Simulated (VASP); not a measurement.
# BN (R3m) in VASP: further runs

BN is run at these levels: LDA, PBE; tasks: single point.

All numbers are computed with VASP 6.6.1; they aren't measurements. Logs are shortened: lines on timing, memory, paths and dates and some standing lists are left out, and cuts for length are marked.

### 1 The cell of the first run

Symmetry: R3m, No. 160, trigonal system. Conventional cell: a = 2.302 Å, b = 2.302 Å, c = 9.309 Å, α = 90.00°, β = 90.00°, γ = 120.00°. Within 1.8 Å of B (site symmetry 3m) lie 3 N at 1.33 Å. N (site symmetry 3m) has 3 B at 1.33 Å within 1.8 Å.

### 2 Single point, LDA

Contents of INCAR:

```
SYSTEM = BN
PREC = Accurate ; ENCUT = 600
EDIFF = 1E-6 ; ISMEAR = 0
SIGMA = 0.05 ; LREAL = .FALSE.
LASPH = .TRUE. ; NELM = 120
ALGO = Normal ; ISIF = 2
LWAVE = .FALSE. ; LCHARG = .TRUE.
LELF = .TRUE. ; LVHAR = .TRUE.
NBANDS = 11 ; GGA_COMPAT = .FALSE.
```

Contents of KPOINTS:

```
Automatic mesh
0
Gamma
  12 12 12
  0.5 0.5 0.5
```

Contents of POSCAR:

```
BN
1.0
    1.1510320406      0.6645486584      3.1030996510
   -1.1510320406      0.6645486584      3.1030996510
    0.0000000000     -1.3290973169      3.1030996510
B N
1 1
Direct
    0.9996712000      0.9996712000      0.9996712000
    0.3327618000      0.3327618000      0.3327618000
```

Potentials or basis: VASP PAW LDA potentials, release 64 (B, N).

Started as:

```sh
$ cat potpaw_LDA.64/B/POTCAR potpaw_LDA.64/N/POTCAR > POTCAR
$ mpirun -np 1 vasp_std > vasp.out
```

OUTCAR:

```text
SYSTEM = BN
   PREC = Accurate
   ENCUT = 600
   EDIFF = 1E-6
   ISMEAR = 0
   LREAL = .FALSE.
   LASPH = .TRUE.
   NELM = 120
   ISIF = 2

 ion  position               nearest neighbor table
   1  1.000  1.000  1.000-   2 1.33   2 1.33   2 1.33
   2  0.333  0.333  0.333-   1 1.33   1 1.33   1 1.33

  LATTYP: Found a trigonal (rhomboedric) cell.
 ALAT       =     3.3757557853
 COS(alpha) =     0.7674786797

  Lattice vectors:

 A1 = (   1.1510320406,   0.6645486584,   3.1030996510)
 A2 = (  -1.1510320406,   0.6645486584,   3.1030996510)
 A3 = (   0.0000000000,  -1.3290973169,   3.1030996510)

Analysis of symmetry for initial positions (statically):
=====================================================================
 Subroutine PRICEL returns:
 Original cell was already a primitive cell.

 Routine SETGRP: Setting up the symmetry group for a
 trigonal (rhombohedral) supercell.

 Subroutine GETGRP returns: Found  6 space group operations
 (whereof  6 operations were pure point group operations)
 out of a pool of 12 trial point group operations.

The static configuration has the point symmetry C_3v.

Analysis of symmetry for dynamics (positions and initial velocities):
=====================================================================
 Subroutine PRICEL returns:
 Original cell was already a primitive cell.

 Routine SETGRP: Setting up the symmetry group for a
 trigonal (rhombohedral) supercell.

 Subroutine GETGRP returns: Found  6 space group operations
 (whereof  6 operations were pure point group operations)
 out of a pool of 12 trial point group operations.

The dynamic configuration has the point symmetry C_3v.

 Subroutine INISYM returns: Found  6 space group operations
 (whereof  6 operations are pure point group operations),
 and found     1 'primitive' translations

----------------------------------------------------------------------------------------

                                     Primitive cell

  volume of cell :      14.2417

  direct lattice vectors                    reciprocal lattice vectors
     1.151032041  0.664548658  3.103099651     0.434392773  0.250796784  0.107419474
    -1.151032041  0.664548658  3.103099651    -0.434392773  0.250796784  0.107419474
     0.000000000 -1.329097317  3.103099651     0.000000000 -0.501593569  0.107419474

  length of vectors
     3.375755785  3.375755785  3.375755785     0.512966911  0.512966911  0.512966911

  position of ions in fractional coordinates (direct lattice)
     0.999671200  0.999671200  0.999671200
     0.332761800  0.332761800  0.332761800

  ion indices of the primitive-cell ions
   primitive index   ion index
                 1           1
                 2           2

----------------------------------------------------------------------------------------

 KPOINTS: Automatic mesh

Automatic generation of k-mesh.
 Grid dimensions read from file:
 generate k-points for:   12   12   12

 Generating k-lattice:

  Cartesian coordinates                     Fractional coordinates (reciprocal lattice)
     0.036199398  0.020899732  0.008951623     0.083333333  0.000000000  0.000000000
    -0.036199398  0.020899732  0.008951623     0.000000000  0.083333333  0.000000000
     0.000000000 -0.041799464  0.008951623     0.000000000  0.000000000  0.083333333

  Length of vectors
     0.042747243  0.042747243  0.042747243

  Shift w.r.t. Gamma in fractional coordinates (k-lattice)
     0.500000000  0.500000000  0.500000000

 Subroutine IBZKPT returns following result:
 ===========================================

 Found    182 irreducible k-points:

 Following reciprocal coordinates:
            Coordinates               Weight
  0.041667  0.041667  0.041667      2.000000
  0.125000  0.041667  0.041667      6.000000
  0.208333  0.041667  0.041667      6.000000
  0.291667  0.041667  0.041667      6.000000
  0.375000  0.041667  0.041667      6.000000
  0.458333  0.041667  0.041667      6.000000
[... 16 lines left out ...]
 -0.041667  0.125000  0.041667     12.000000
  0.208333  0.208333  0.041667      6.000000
 [... further k-points ...]
   k-points           NKPTS =    182   k-points in BZ     NKDIM =    182   number of bands    NBANDS=     11
   number of dos      NEDOS =    301   number of ions     NIONS =      2
   total plane-waves  NPLWV =  21952
   dimension x,y,z NGX =    28 NGY =   28 NGZ =   28
   dimension x,y,z NGXF=    56 NGYF=   56 NGZF=   56
   ions per type =               1   1
   NGX,Y,Z   is equivalent  to a cutoff of  13.79, 13.79, 13.79 a.u.
   NGXF,Y,Z  is equivalent  to a cutoff of  27.58, 27.58, 27.58 a.u.
 SYSTEM =  BN
   PREC   = accura    normal or accurate (medium, high low for compatibility)
   ISTART =      0    job   : 0-new  1-cont  2-samecut
   ICHARG =      2    charge: 1-file 2-atom 10-const
   ISPIN  =      1    spin polarized calculation?
   LNONCOLLINEAR =      F non collinear calculations
   LSORBIT =      F    spin-orbit coupling
   LASPH  =      T    aspherical Exc in radial PAW
   ENCUT  =  600.0 eV  44.10 Ry    6.64 a.u.   6.74  6.74  6.74*2*pi/ulx,y,z
   NELM   =    120;   NELMIN=  2; NELMDL= -5     # of ELM steps
   EDIFF  = 0.1E-05   stopping-criterion for ELM
   LREAL  =      F    real-space projection
   EDIFFG = 0.1E-04   stopping-criterion for IOM
   NSW    =      0    number of steps for IOM
   IBRION =     -1    ionic relax: 0-MD 1-quasi-New 2-CG
   NFREE  =      0    steps in history (QN), initial steepest desc. (CG)
   ISIF   =      2    stress and relaxation
   ISYM   =      2    0-nonsym 1-usesym 2-fastsym
   POTIM  = 0.5000    time-step for ionic-motion
   TEBEG  =    0.0;   TEEND  =   0.0 temperature during run
   PSTRESS=    0.0 pullay stress
   NELECT =       8.0000    total number of electrons
   NUPDOWN=      -1.0000    fix difference up-down
   EMIN   =  10.00;   EMAX   =-10.00  energy-range for DOS
   EFERMI =   0.00;   METHOD = LEGACY
   ISMEAR =     0;   SIGMA  =   0.05  broadening in eV -4-tet -1-fermi 0-gaus
   EFERMI_NEDOS =   21; number of points for ismear=-14 and -15
   IALGO  =     38    algorithm
   IMIX   =      4    mixing-type and parameters
     AMIX     =   0.40;   BMIX     =  1.00
     AMIX_MAG =   1.60;   BMIX_MAG =  1.00
  volume/ion in A,a.u.               =       7.12        48.05
  Fermi-wavevector in a.u.,A,eV,Ry     =   1.350779  2.552603 24.825259  1.824605
  Thomas-Fermi vector in A             =   2.478256
   LORBIT       =      0    0 simple, 1 ext, 2 COOP (PROOUT), +10 PAW based schemes
   GGA     = CA    functional components
   LHFCALC =     F    Hartree Fock is set to
   AEXX    =    0.0000 exact exchange contribution
   IVDW    =     0    specifies the selected vdW correction
   LEPSILON=     F    determine dielectric tensor
   LRPA    =     F    only Hartree local field effects (RPA)
 non-spin polarized calculation
 Gauss-broadening in eV      SIGMA  =   0.05
  energy-cutoff  :      600.00
  volume of cell :       14.24
 maximum number of plane-waves:       490
   NGX = 13   NGY = 13   NGZ = 13

 number of electron       8.0000000 magnetization

 Free energy of the ion-electron system (eV)
  ---------------------------------------------------
  ext. energy  EPLUGINS =         0.00000000
  ---------------------------------------------------
  free energy    TOTEN  =       -18.42881475 eV

  energy without entropy =      -18.42881475  energy(sigma->0) =      -18.42881475

 E-fermi :   4.1809     XC(G=0): -11.5108

 val. band max:        3.9192265664   @ k =  -0.2917   0.3750   0.0417
 cond. band min:       8.2717560792   @ k =  -0.4583  -0.4583   0.0417
 fundamental gap:      4.3525295128
 Fermi energy:         4.1809348361

 k-point     1 :       0.0417    0.0417    0.0417
  band No.  band energies     occupation
      1     -15.2746      2.00000
      2      -1.3658      2.00000
      3       3.0259      2.00000
      4       3.0259      2.00000
      5       9.2586      0.00000
      6      17.7385      0.00000
      7      17.7385      0.00000
      8      20.2444      0.00000
      9      23.8949      0.00000
     10      34.4472      0.00000
     11      35.9973      0.00000

 k-point     2 :       0.1250    0.0417    0.0417
  band No.  band energies     occupation
      1     -15.1000      2.00000
      2      -1.2636      2.00000
      3       2.3946      2.00000
      4       2.6933      2.00000
      5       9.6927      0.00000
      6      17.7102      0.00000
      7      18.4908      0.00000
      8      19.6058      0.00000
      9      24.3676      0.00000
     10      33.5355      0.00000
     11      34.6864      0.00000

 k-point     3 :       0.2083    0.0417    0.0417
  band No.  band energies     occupation
      1     -14.6035      2.00000
      2      -0.7969      2.00000
      3       0.7931      2.00000
      4       1.8889      2.00000
      5      10.6308      0.00000
      6      17.6547      0.00000
      7      17.9876      0.00000
      8      20.5328      0.00000
      9      25.3040      0.00000
     10      30.3326      0.00000
     11      32.3355      0.00000

 k-point     4 :       0.2917    0.0417    0.0417
  band No.  band energies     occupation
      1     -13.8121      2.00000
      2      -1.3134      2.00000
      3       0.0595      2.00000
      4       0.9689      2.00000
      5      11.8868      0.00000
      6      15.7781      0.00000
      7      17.8051      0.00000
      8      23.4297      0.00000
      9      25.3710      0.00000
     10      28.3494      0.00000
     11      30.4690      0.00000

 k-point     5 :       0.3750    0.0417    0.0417
  band No.  band energies     occupation
      1     -12.7936      2.00000
      2      -3.4324      2.00000
      3       0.1861      2.00000
      4       1.1763      2.00000
      5      12.2759      0.00000
      6      14.7087      0.00000
      7      17.9401      0.00000
      8      23.7464      0.00000
      9      26.7275      0.00000
     10      27.5239      0.00000
     11      29.1402      0.00000
[... 211 lines left out ...]
 k-point    21 :      -0.2083    0.1250    0.0417
  band No.  band energies     occupation
      1     -13.2740      2.00000
      2      -2.3574      2.00000
      3       0.1441      2.00000
      4       1.2145      2.00000
      5      12.1269      0.00000
      6      13.7373      0.00000
      7      18.3481      0.00000
      8      23.6733      0.00000
      9      24.6252      0.00000
     10      28.3871      0.00000
     11      31.2744      0.00000

 k-point    22 :      -0.1250    0.1250    0.0417
  band No.  band energies     occupation
      1     -14.1705      2.00000
      2      -0.3317      2.00000
      3       0.1036      2.00000
      4       1.0507      2.00000
      5      10.8243      0.00000
      6      16.1829      0.00000
      7      18.1432      0.00000
      8      21.7939      0.00000
      9      25.7588      0.00000
     10      27.7839      0.00000
     11      32.7066      0.00000

 k-point    23 :      -0.0417    0.1250    0.0417
  band No.  band energies     occupation
      1     -14.7921      2.00000
      2      -0.7468      2.00000
      3       1.3729      2.00000
      4       2.0348      2.00000
      5       9.9923      0.00000
      6      17.7548      0.00000
      7      18.4325      0.00000
      8      19.7304      0.00000
      9      25.1792      0.00000
     10      30.2500      0.00000
     11      33.9699      0.00000

 k-point    24 :       0.2083    0.2083    0.0417
  band No.  band energies     occupation
      1     -14.5520      2.00000
      2      -1.1862      2.00000
      3       0.8463      2.00000
      4       1.8514      2.00000
      5      11.3078      0.00000
      6      17.4313      0.00000
      7      18.0363      0.00000
      8      20.5123      0.00000
      9      25.3916      0.00000
     10      29.6277      0.00000
     11      34.7652      0.00000

 [... further k-points ...]
[... 5 lines left out ...]
  --------------------------------------------------------------------------------------
  -------------------------------------------------------------------------------------
  Total       11.5560537     11.5560537      0.1164310     -0.0000000     -0.0000000     -0.0000000
  in kB     1300.0467284   1300.0467282     13.0983965     -0.0000000     -0.0000000     -0.0000000
  external PRESSURE =     871.0639510 kB  Pullay stress =       0.0000000 kB

 VOLUME and BASIS-vectors are now :
 -----------------------------------------------------------------------------
  energy-cutoff  :      600.00
  volume of cell :       14.24
      direct lattice vectors                 reciprocal lattice vectors
     1.151032041  0.664548658  3.103099651     0.434392773  0.250796784  0.107419474
    -1.151032041  0.664548658  3.103099651    -0.434392773  0.250796784  0.107419474
     0.000000000 -1.329097317  3.103099651     0.000000000 -0.501593569  0.107419474

 POSITION                                       TOTAL-FORCE (eV/Angst)
 -----------------------------------------------------------------------------------
      0.00000     -0.00000      9.30624         0.000000     -0.000000      0.022104
      0.00000     -0.00000      3.09778         0.000000      0.000000     -0.022104
 -----------------------------------------------------------------------------------
    total drift:                               -0.000000     -0.000000      0.000013

  FREE ENERGIE OF THE ION-ELECTRON SYSTEM (eV)
  ---------------------------------------------------
  free  energy   TOTEN  =       -18.4288147474 eV

  energy  without entropy=      -18.4288147474  energy(sigma->0) =      -18.42881475
```

Run time: 41 s. Hardware: 1 thread of Intel Xeon Platinum 8375C at 2.90GHz (Ice Lake), shared host; peak memory 0.15 GiB.

What came out:

```
Free energy            : -18.4288 eV
Pressure               : 87.1 GPa
Largest force          : 0.022 eV/Å
Band gap on the k mesh : 4.35 eV, indirect (least direct gap 5.15 eV)
```

Forces on the atoms (eV/Å):
```
B    0.000  0.000  0.022
N    0.000  0.000 -0.022
```

Stress tensor (GPa, compression positive):
```
130.00   0.00   0.00
  0.00 130.00   0.00
  0.00   0.00   1.31
```

A k mesh can miss the band edges. Expect the measured gap to be larger: semilocal functionals such as LDA lack the derivative discontinuity.

(Part 1 of 2 ends here.)
